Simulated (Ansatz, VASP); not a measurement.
Two plane-wave programs on Rh

```xyz
2
Lattice="2.6561 0.0000 0.0000 -1.3281 2.3003 0.0000 0.0000 0.0000 4.3071" Properties=species:S:1:pos:R:3 pbc="T T T"
Rh    1.3281    0.7668    3.2303
Rh    0.0000    1.5335    1.0768
```

Alike in both runs: task single point; functional LDA; k mesh 10 × 10 × 5; occupations fermi-dirac, width 0.1 eV; no spin polarisation.

|  | VASP | Ansatz |
| --- | --- | --- |
| version | VASP 6.6.1 | Ansatz 0.2.0 |
| potentials or method | VASP PAW LDA potentials, release 64 (Rh_pv), cutoff 520 eV | plane waves, PAW |
| valence electrons in the cell | 30 | 34 |

```tsv
	VASP	Ansatz	Ansatz less VASP
pressure (GPa)	4.3	3.3	-0.96
traceless stress, the component that is largest in VASP (GPa)	0.08	0.08	-0.004
```

LDA's correlation is that of Perdew and Zunger in VASP and of Perdew and Wang (1992) in Ansatz. VASP's potentials hold 30 valence electrons a cell and Ansatz's 34, so a difference there can come from the potentials and not from the codes. Ansatz's warnings: structure snapped to symmetry.
